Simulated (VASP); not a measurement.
Here is a VASP 6.6.1 calculation.

INCAR

```
SYSTEM = Au
  ALGO = Fast
  EDIFF = 1E-6
  ENCUT = 520
  GGA = PS
  ISIF = 2
  ISMEAR = 0
  LASPH = .TRUE.
  LCHARG = .TRUE.
  LELF = .TRUE.
  LREAL = .FALSE.
  LVHAR = .TRUE.
  LWAVE = .FALSE.
  NBANDS = 30
  NELM = 100
  PREC = Accurate
  SIGMA = 0.1
```

File KPOINTS:

```
k-points
0
G
  18 10 12
  0 0 0
```

Contents of POSCAR:

```
Au
1.0
    2.7918297602      0.0000000000      0.0000000000
    0.0000000000      5.0325910725      0.0000000000
    0.0000000000      0.0000000000      4.8321023996
Au
4
Direct
    0.0000000000      0.3378528684      0.7500000000
    0.5000000000      0.1621471316      0.2500000000
    0.5000000000      0.8378528684      0.7500000000
    0.0000000000      0.6621471316      0.2500000000
```

Potentials or basis: VASP PAW PBE potentials, release 64 (Au).

The run is started by

```bash
$ cat potpaw_PBE.64/Au/POTCAR > POTCAR
$ mpirun -np 1 vasp_std > vasp.out
```

(1) Estimate the band gap on the k mesh.

(2) Predict the pressure.

Results:

(1) zero (band 22 reaches 11.61 eV, above the bottom of band 23 at 7.28 eV).

(2) 0.5 GPa.

Caveat: the cell differs from its parent crystal (uniaxial strain along a: -1.0 %, then relaxed in part); the PAW data sets were made with another functional, which shifts forces and pressure a little; spin-orbit coupling is left out, which moves the levels of the heavy elements.
